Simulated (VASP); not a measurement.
A run of VASP 6.6.1 is set up as follows.

File POSCAR:

```
Ge
1.0
    0.0508563424      2.8309923842      2.8309923842
    2.8309923842      0.0508563424      2.8309923842
    2.8309923842      2.8309923842      0.0508563424
Ge
2
Direct
    0.0011273318      0.0011273318      0.0011273318
    0.2488726682      0.2488726682      0.2488726682
```

Contents of INCAR.step1:

```
SYSTEM = Ge
  ALGO = Normal
  EDIFF = 1E-4
  ENCUT = 520
  GGA = PE
  ISMEAR = -1
  LASPH = .True.
  LCHARG = .False.
  LREAL = .False.
  LWAVE = .True.
  NBANDS = 21
  NELM = 80
  PREC = Accurate
  SIGMA = 0.02
```

Contents of INCAR.step2:

```
SYSTEM = Ge
  ALGO = Normal
  EDIFF = 1E-6
  ENCUT = 520
  ISIF = 2
  ISMEAR = -1
  ISTART = 1
  LASPH = .True.
  LCHARG = .False.
  LMIXTAU = .True.
  LREAL = .False.
  LWAVE = .False.
  METAGGA = R2SCAN
  NBANDS = 21
  NELM = 80
  PREC = Accurate
  SIGMA = 0.02
```

KPOINTS

```
k-points
0
Gamma
  8 8 8
  0 0 0
```

Potentials or basis: VASP PAW PBE potentials, release 64 (Ge_d).

Launch:

```console
$ cat potpaw_PBE.64/Ge_d/POTCAR > POTCAR
$ cp INCAR.step1 INCAR
$ mpirun -np 1 vasp_std > vasp.out
$ cp INCAR.step2 INCAR
$ mpirun -np 1 vasp_std > vasp.out
```

Question: Predict the band gap on the k mesh.

Answer: 0.33 eV, indirect (least direct gap 0.50 eV).

Question: What does it give for the pressure?

Answer: 2.7 GPa.

Question: What does it give for the largest force?

Answer: 0.004 eV/Å.

Stress tensor (GPa, compression positive):
```
 2.70 -1.30 -1.30
-1.30  2.70 -1.30
-1.30 -1.30  2.70
```

Caveat: the cell differs from its parent crystal (epitaxial 111 strain -2.0%); the PAW data sets were made with another functional, which shifts forces and pressure a little. A k mesh can miss the band edges.
